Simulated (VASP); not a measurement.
Here is a VASP 6.6.1 calculation.

The input INCAR:

```
PREC = Accurate ; ENCUT = 520
EDIFF = 1E-6 ; ISMEAR = 0
SIGMA = 0.15 ; LREAL = False
LASPH = True ; NELM = 100
ALGO = Fast ; ISIF = 2
LWAVE = False ; LCHARG = False
GGA = PS ; NBANDS = 12
```

KPOINTS

```
regular mesh
0
Gamma
  22 22 22
```

The input POSCAR:

```
Ag
1.0
   -1.8352105895      1.6604286286      1.6604286286
    1.6604286286     -1.8352105895      1.6604286286
    1.6604286286      1.6604286286     -1.8352105895
Ag
1
Direct
    0.0000000000      0.0000000000      0.0000000000
```

Potentials or basis: VASP PAW PBE potentials, release 64 (Ag).

Command:

```sh
$ cat potpaw_PBE.64/Ag/POTCAR > POTCAR
$ mpirun -np 1 vasp_std > vasp.out
```

Task: Estimate the pressure.

Result: -3.1 GPa.

Stress tensor (GPa, compression positive):
```
-3.08  8.78  8.78
 8.78 -3.08  8.78
 8.78  8.78 -3.08
```

Caveat: the PAW data sets were made with another functional, which shifts forces and pressure a little.
